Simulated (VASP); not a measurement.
The system is Zn3Ag.

```
Zn Ag
1.0
     2.84701    0.00000    0.00000
    -1.42351    2.46558    0.00000
     0.00000    0.00000    8.55841
Zn Ag
3 1
Direct
  0.66667 0.33333 0.50000
  0.33333 0.66667 0.25680
  0.33333 0.66667 0.74320
  0.66667 0.33333 0.00000
```

| Quantity | Value |
| --- | --- |
| Program | VASP 6.6.1 |
| Task | relaxation of cell and atoms |
| Functional | LDA |
| Potentials or basis | VASP PAW LDA potentials, release 64 (Zn, Ag) |
| Cutoff | 600 eV |
| k mesh | 7 × 7 × 2 |
| Occupations | gaussian, width 0.1 eV |
| Spin | no spin polarisation |

At the start: pressure -6.1 GPa; volume 15.02 Å³/atom.

Q: How do energy, volume and symmetry change on relaxing?

A: Over 10 steps the energy falls by 23.1 meV/atom and the volume is 14.15 Å³/atom (-5.8 %); space group P-6m2 (No. 187, to 0.1 Å) before and after.

The path:
| step | energy change (eV) | largest force (eV/Å) | pressure (GPa) | volume (Å³) |
| --- | --- | --- | --- | --- |
| 1 | 0.0000 | 0.2639 | -6.08 | 60.08 |
| 2 | -0.0766 | 0.0885 | 3.04 | 55.25 |
| 3 | -0.0854 | 0.1411 | 0.49 | 56.34 |
| 4 | -0.0915 | 0.0794 | 0.22 | 56.46 |
| 5 | -0.0920 | 0.0587 | 0.11 | 56.50 |
| 6 | -0.0923 | 0.0355 | -0.08 | 56.59 |
| 7 | -0.0924 | 0.0218 | -0.16 | 56.64 |
| 8 | -0.0924 | 0.0167 | -0.18 | 56.66 |
| 9 | -0.0925 | 0.0056 | 0.11 | 56.54 |
| 10 | -0.0925 | 0.0027 | 0.01 | 56.58 |

Final structure:
```cif
data_structure
_symmetry_space_group_name_H-M 'P 1'
_symmetry_Int_Tables_number 1
_cell_length_a 2.7658
_cell_length_b 2.7658
_cell_length_c 8.5408
_cell_angle_alpha 90.000
_cell_angle_beta 90.000
_cell_angle_gamma 120.000
_cell_volume 56.58
loop_
_atom_site_label
_atom_site_type_symbol
_atom_site_fract_x
_atom_site_fract_y
_atom_site_fract_z
_atom_site_occupancy
Zn1 Zn 0.66667 0.33333 0.50000 1
Zn2 Zn 0.33333 0.66667 0.25370 1
Zn3 Zn 0.33333 0.66667 0.74630 1
Ag1 Ag 0.66667 0.33333 0.00000 1
```

Caveat: the k points lie up to 0.37 Å⁻¹ apart in the final cell, too coarse for converged energies and pressures of a metal.
